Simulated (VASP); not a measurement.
# In3Cu (P6_3/mmc) in VASP: single point with PBE

Aim: the single point of In3Cu with PBE.

Program: VASP 6.6.1. These are calculated values, not measurements. Logs are shortened: lines on timing, memory, paths and dates and some standing lists are left out, and cuts for length are marked.

**1. The cell of the first run**

Symmetry: P6_3/mmc, No. 194, hexagonal system. The conventional cell has a = 7.075 Å, b = 7.075 Å, c = 4.375 Å, α = 90.00°, β = 90.00°, γ = 120.00°. Within 3.9 Å of In (site symmetry mm2) lie 4 Cu at 2.87 to 3.54 Å and 8 In at 3.13 to 3.87 Å. Cu (site symmetry -6m2) has 12 In at 2.87 to 3.54 Å within 3.8 Å.

**2. Single point, PBE**

File INCAR:

```
ALGO = Fast
EDIFF = 1E-6
ENCUT = 520
GGA = PE
ISIF = 2
ISMEAR = 0
LASPH = True
LCHARG = False
LREAL = False
LWAVE = False
NBANDS = 60
NELM = 80
PREC = Accurate
SIGMA = 0.1
```

File KPOINTS:

```
k-points
0
Gamma
  6 6 8
```

File POSCAR:

```
In3Cu
1.0
    7.0754147838      0.0000000029      0.0000000000
   -3.5377073944      6.1274889437      0.0000000000
    0.0000000000      0.0000000000      4.3746243315
In Cu
6 2
Direct
    0.3644095879      0.1822047939      0.7500000000
    0.8177952061      0.1822047939      0.7500000000
    0.8177952061      0.6355904121      0.7500000000
    0.6355904121      0.8177952061      0.2500000000
    0.1822047939      0.8177952061      0.2500000000
    0.1822047939      0.3644095879      0.2500000000
    0.6666666667      0.3333333333      0.2500000000
    0.3333333333      0.6666666667      0.7500000000
```

Potentials or basis: VASP PAW PBE potentials, release 64 (In_d, Cu).

The run is started by

```sh
> cat potpaw_PBE.64/In_d/POTCAR potpaw_PBE.64/Cu/POTCAR > POTCAR
> mpirun -np 1 vasp_std > vasp.out
```

OUTCAR:

```text
EDIFF = 1E-6
   ENCUT = 520
   GGA = PE
   ISIF = 2
   ISMEAR = 0
   LASPH = True
   LREAL = False
   NELM = 80
   PREC = Accurate

 ion  position               nearest neighbor table
   1  0.364  0.182  0.750-   7 2.87   7 2.87   5 3.13   5 3.13   6 3.13   6 3.13   2 3.21   3 3.21
                             2 3.87   3 3.87
   2  0.818  0.182  0.750-   7 2.87   7 2.87   6 3.13   6 3.13   4 3.13   4 3.13   1 3.21   3 3.21
                             1 3.87   3 3.87
   3  0.818  0.636  0.750-   7 2.87   7 2.87   5 3.13   5 3.13   4 3.13   4 3.13   2 3.21   1 3.21
                             2 3.87   1 3.87
   4  0.636  0.818  0.250-   8 2.87   8 2.87   2 3.13   2 3.13   3 3.13   3 3.13   5 3.21   6 3.21
                             5 3.87   6 3.87
   5  0.182  0.818  0.250-   8 2.87   8 2.87   3 3.13   3 3.13   1 3.13   1 3.13   4 3.21   6 3.21
                             4 3.87   6 3.87
   6  0.182  0.364  0.250-   8 2.87   8 2.87   2 3.13   2 3.13   1 3.13   1 3.13   5 3.21   4 3.21
                             5 3.87   4 3.87
   7  0.667  0.333  0.250-   2 2.87   2 2.87   1 2.87   1 2.87   3 2.87   3 2.87
   8  0.333  0.667  0.750-   5 2.87   5 2.87   4 2.87   4 2.87   6 2.87   6 2.87

  LATTYP: Found a hexagonal cell.
 ALAT       =     7.0754147838
 C/A-ratio  =     0.6182852123

  Lattice vectors:

 A1 = (   7.0754147838,   0.0000000029,   0.0000000000)
 A2 = (  -3.5377073944,   6.1274889437,   0.0000000000)
 A3 = (   0.0000000000,   0.0000000000,   4.3746243315)

Analysis of symmetry for initial positions (statically):
=====================================================================
 Subroutine PRICEL returns:
 Original cell was already a primitive cell.

 Routine SETGRP: Setting up the symmetry group for a
 hexagonal supercell.

 Subroutine GETGRP returns: Found 24 space group operations
 (whereof 12 operations were pure point group operations)
 out of a pool of 24 trial point group operations.

The static configuration has the point symmetry D_3d.
 The point group associated with its full space group is D_6h.

Analysis of symmetry for dynamics (positions and initial velocities):
=====================================================================
 Subroutine PRICEL returns:
 Original cell was already a primitive cell.

 Routine SETGRP: Setting up the symmetry group for a
 hexagonal supercell.

 Subroutine GETGRP returns: Found 24 space group operations
 (whereof 12 operations were pure point group operations)
 out of a pool of 24 trial point group operations.

The dynamic configuration has the point symmetry D_3d.
 The point group associated with its full space group is D_6h.

 Subroutine INISYM returns: Found 24 space group operations
 (whereof 12 operations are pure point group operations),
 and found     1 'primitive' translations

----------------------------------------------------------------------------------------

                                     Primitive cell

  volume of cell :     189.6598

  direct lattice vectors                    reciprocal lattice vectors
     7.075414784  0.000000003  0.000000000     0.141334470  0.081599494  0.000000000
    -3.537707394  6.127488944  0.000000000    -0.000000000  0.163198989  0.000000000
     0.000000000  0.000000000  4.374624331     0.000000000  0.000000000  0.228591057

  length of vectors
     7.075414784  7.075414784  4.374624331     0.163198989  0.163198989  0.228591057

  position of ions in fractional coordinates (direct lattice)
     0.364409588  0.182204794  0.750000000
     0.817795206  0.182204794  0.750000000
     0.817795206  0.635590412  0.750000000
     0.635590412  0.817795206  0.250000000
     0.182204794  0.817795206  0.250000000
     0.182204794  0.364409588  0.250000000
     0.666666667  0.333333333  0.250000000
     0.333333333  0.666666667  0.750000000

  ion indices of the primitive-cell ions
   primitive index   ion index
                 1           1
                 2           2
                 3           3
                 4           4
                 5           5
                 6           6
                 7           7
                 8           8

----------------------------------------------------------------------------------------

 KPOINTS: k-points

Automatic generation of k-mesh.
 Grid dimensions read from file:
 generate k-points for:    6    6    8

 Generating k-lattice:

  Cartesian coordinates                     Fractional coordinates (reciprocal lattice)
     0.023555745  0.013599916  0.000000000     0.166666667  0.000000000  0.000000000
    -0.000000000  0.027199831  0.000000000     0.000000000  0.166666667  0.000000000
     0.000000000  0.000000000  0.028573882     0.000000000  0.000000000  0.125000000

  Length of vectors
     0.027199831  0.027199831  0.028573882

  Shift w.r.t. Gamma in fractional coordinates (k-lattice)
     0.000000000  0.000000000  0.000000000

 Subroutine IBZKPT returns following result:
 ===========================================

 Found     35 irreducible k-points:

 Following reciprocal coordinates:
            Coordinates               Weight
  0.000000  0.000000  0.000000      1.000000
  0.166667 -0.000000  0.000000      6.000000
  0.333333  0.000000  0.000000      6.000000
  0.500000  0.000000  0.000000      3.000000
  0.166667  0.166667  0.000000      6.000000
  0.333333  0.166667  0.000000     12.000000
[... 16 lines left out ...]
  0.166667 -0.000000  0.375000     12.000000
  0.333333  0.000000  0.375000     12.000000
 [... further k-points ...]
   k-points           NKPTS =     35   k-points in BZ     NKDIM =     35   number of bands    NBANDS=     60
   number of dos      NEDOS =    301   number of ions     NIONS =      8
   total plane-waves  NPLWV = 104976
   dimension x,y,z NGX =    54 NGY =   54 NGZ =   36
   dimension x,y,z NGXF=   108 NGYF=  108 NGZF=   72
   ions per type =               6   2
   NGX,Y,Z   is equivalent  to a cutoff of  12.69, 12.69, 13.68 a.u.
   NGXF,Y,Z  is equivalent  to a cutoff of  25.38, 25.38, 27.36 a.u.
 SYSTEM =  unknown system
   PREC   = accura    normal or accurate (medium, high low for compatibility)
   ISTART =      0    job   : 0-new  1-cont  2-samecut
   ICHARG =      2    charge: 1-file 2-atom 10-const
   ISPIN  =      1    spin polarized calculation?
   LNONCOLLINEAR =      F non collinear calculations
   LSORBIT =      F    spin-orbit coupling
   LASPH  =      T    aspherical Exc in radial PAW
   ENCUT  =  520.0 eV  38.22 Ry    6.18 a.u.  13.16 13.16  8.13*2*pi/ulx,y,z
   NELM   =     80;   NELMIN=  2; NELMDL= -5     # of ELM steps
   EDIFF  = 0.1E-05   stopping-criterion for ELM
   LREAL  =      F    real-space projection
[... 7 lines left out ...]
   TEBEG  =    0.0;   TEEND  =   0.0 temperature during run
   PSTRESS=    0.0 pullay stress
   NELECT =     100.0000    total number of electrons
   NUPDOWN=      -1.0000    fix difference up-down
   EMIN   =  10.00;   EMAX   =-10.00  energy-range for DOS
   EFERMI =   0.00;   METHOD = LEGACY
   ISMEAR =     0;   SIGMA  =   0.10  broadening in eV -4-tet -1-fermi 0-gaus
   EFERMI_NEDOS =   21; number of points for ismear=-14 and -15
   IALGO  =     68    algorithm
   IMIX   =      4    mixing-type and parameters
     AMIX     =   0.40;   BMIX     =  1.00
     AMIX_MAG =   1.60;   BMIX_MAG =  1.00
  volume/ion in A,a.u.               =      23.71       159.99
  Fermi-wavevector in a.u.,A,eV,Ry     =   1.322563  2.499282 23.798949  1.749173
  Thomas-Fermi vector in A             =   2.452235
   LORBIT       =      0    0 simple, 1 ext, 2 COOP (PROOUT), +10 PAW based schemes
   GGA     = PE    functional components
   LHFCALC =     F    Hartree Fock is set to
   AEXX    =    0.0000 exact exchange contribution
   IVDW    =     0    specifies the selected vdW correction
   LEPSILON=     F    determine dielectric tensor
   LRPA    =     F    only Hartree local field effects (RPA)
 non-spin polarized calculation
 RMM-DIIS sequential band-by-band and
 Gauss-broadening in eV      SIGMA  =   0.10
  energy-cutoff  :      520.00
  volume of cell :      189.66
 maximum number of plane-waves:      5136
 NGX is ok and might be reduce to    54
   NGX = 27   NGY = 27   NGZ = 17

 number of electron     100.0000000 magnetization

 number of electron      99.9999952 magnetization

 Free energy of the ion-electron system (eV)
  ---------------------------------------------------
  ext. energy  EPLUGINS =         0.00000000
  ---------------------------------------------------
  free energy    TOTEN  =       -21.60710561 eV

  energy without entropy =      -21.58544439  energy(sigma->0) =      -21.59627500

 E-fermi :   6.9728     XC(G=0): -10.3289

 val. band max:        6.9460533884   @ k =   0.3333   0.1667   0.1250
 cond. band min:       6.9785930051   @ k =   0.5000   0.0000   0.0000
 fundamental gap:      0.0325396167
 Fermi energy:         6.9728483216

 k-point     1 :       0.0000    0.0000    0.0000
  band No.  band energies     occupation
      1      -7.8229      2.00000
      2      -7.8229      2.00000
      3      -7.8190      2.00000
      4      -7.8056      2.00000
      5      -7.7858      2.00000
      6      -7.7530      2.00000
[... 52 lines left out ...]
     59      11.1817      0.00000
     60      11.7172      0.00000

 k-point     2 :       0.1667   -0.0000    0.0000
  band No.  band energies     occupation
      1      -7.8240      2.00000
      2      -7.8179      2.00000
      3      -7.8064      2.00000
      4      -7.8055      2.00000
      5      -7.7752      2.00000
      6      -7.7542      2.00000
[... 52 lines left out ...]
     59      11.4285      0.00000
     60      11.7810      0.00000

 k-point     3 :       0.3333    0.0000    0.0000
  band No.  band energies     occupation
      1      -7.8491      2.00000
      2      -7.8054      2.00000
      3      -7.7690      2.00000
      4      -7.7648      2.00000
      5      -7.7604      2.00000
      6      -7.7460      2.00000
[... 1312 lines left out ...]
     59      12.3963      0.00000
     60      13.4533      0.00000

 k-point    24 :       0.3333    0.0000    0.3750
  band No.  band energies     occupation
      1      -7.8035      2.00000
      2      -7.7813      2.00000
      3      -7.7473      2.00000
      4      -7.7363      2.00000
      5      -7.7213      2.00000
      6      -7.7188      2.00000
[... 52 lines left out ...]
     59      11.4905      0.00000
     60      11.9301      0.00000

 [... further k-points ...]

------------------------ aborting loop because EDIFF is reached ----------------------------------------

  FORCE on cell =-STRESS in cart. coord.  units (eV):
  Direction    XX          YY          ZZ          XY          YZ          ZX
  --------------------------------------------------------------------------------------
  -------------------------------------------------------------------------------------
  Total        0.1980605      0.1980605      0.2662549      0.0000000      0.0000000      0.0000000
  in kB        1.6731440      1.6731440      2.2492258      0.0000000      0.0000000      0.0000000
  external PRESSURE =       1.8651713 kB  Pullay stress =       0.0000000 kB

 VOLUME and BASIS-vectors are now :
 -----------------------------------------------------------------------------
  energy-cutoff  :      520.00
  volume of cell :      189.66
      direct lattice vectors                 reciprocal lattice vectors
     7.075414784  0.000000003  0.000000000     0.141334470  0.081599494  0.000000000
    -3.537707394  6.127488944  0.000000000    -0.000000000  0.163198989  0.000000000
     0.000000000  0.000000000  4.374624331     0.000000000  0.000000000  0.228591057

 POSITION                                       TOTAL-FORCE (eV/Angst)
 -----------------------------------------------------------------------------------
      1.93376      1.11646      3.28097        -0.009273     -0.005354      0.000000
      5.14165      1.11646      3.28097         0.009273     -0.005354      0.000000
      3.53771      3.89457      3.28097        -0.000000      0.010708      0.000000
      1.60395      5.01103      1.09366         0.009273      0.005354      0.000000
     -1.60395      5.01103      1.09366        -0.009273      0.005354      0.000000
     -0.00000      2.23292      1.09366         0.000000     -0.010708     -0.000000
      3.53771      2.04250      1.09366        -0.000000     -0.000000      0.000000
     -0.00000      4.08499      3.28097        -0.000000     -0.000000      0.000000
 -----------------------------------------------------------------------------------
    total drift:                                0.000000     -0.000000      0.000000

  FREE ENERGIE OF THE ION-ELECTRON SYSTEM (eV)
  ---------------------------------------------------
  free  energy   TOTEN  =       -21.6071056092 eV

  energy  without entropy=      -21.5854443929  energy(sigma->0) =      -21.59627500
```

Run time: 19 min. Hardware: 1 thread of Intel Xeon 8259CL, shared host; peak memory 0.51 GiB.

Results:

```yaml
Free_energy: -21.6071 eV
Pressure: 0.2 GPa
Largest_force: 0.011 eV/Å
Band_gap_on_the_k_mesh: zero (bands 50 and 51 overlap by 4.09 eV)
```

Forces on the atoms (eV/Å):
```
In  -0.009 -0.005  0.000
In   0.009 -0.005  0.000
In   0.000  0.011  0.000
In   0.009  0.005  0.000
In  -0.009  0.005  0.000
In   0.000 -0.011  0.000
Cu   0.000  0.000  0.000
Cu   0.000  0.000  0.000
```

Caveat: spin-orbit coupling is left out, which moves the levels of the heavy elements.
